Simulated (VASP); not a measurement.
Here is a VASP 6.6.1 calculation.

INCAR

```
SYSTEM = Zn
PREC = Accurate
ENCUT = 520
EDIFF = 1E-6
ISMEAR = -1
SIGMA = 0.1
LREAL = .False.
LASPH = .True.
NELM = 80
ALGO = Normal
ISIF = 2
LWAVE = .False.
LCHARG = .True.
GGA = PS
LELF = .True.
LVHAR = .True.
NBANDS = 19
```

File KPOINTS:

```
regular mesh
0
Gamma
  23 23 11
  0 0 0
```

Contents of POSCAR:

```
Zn
1.0
    2.6094758735      0.0000000000      0.0000000000
   -1.3047379368      2.2598723971      0.0000000000
    0.0000000000      0.0000000000      4.8000909814
Zn
2
Direct
    0.3333333333      0.6666666667      0.2500000000
    0.6666666667      0.3333333333      0.7500000000
```

Potentials or basis: VASP PAW PBE potentials, release 64 (Zn).

The run is started by

```bash
$ cat potpaw_PBE.64/Zn/POTCAR > POTCAR
$ mpirun -np 1 vasp_std > vasp.out
```

Predict the pressure.

0.5 GPa.

Predict the band gap on the k mesh.

zero (band 12 reaches 5.17 eV, above the bottom of band 13 at 0.60 eV).

Stress tensor (GPa, compression positive):
```
0.70 0.00 0.00
0.00 0.70 0.00
0.00 0.00 0.24
```

Caveat: the PAW data sets were made with another functional, which shifts forces and pressure a little.
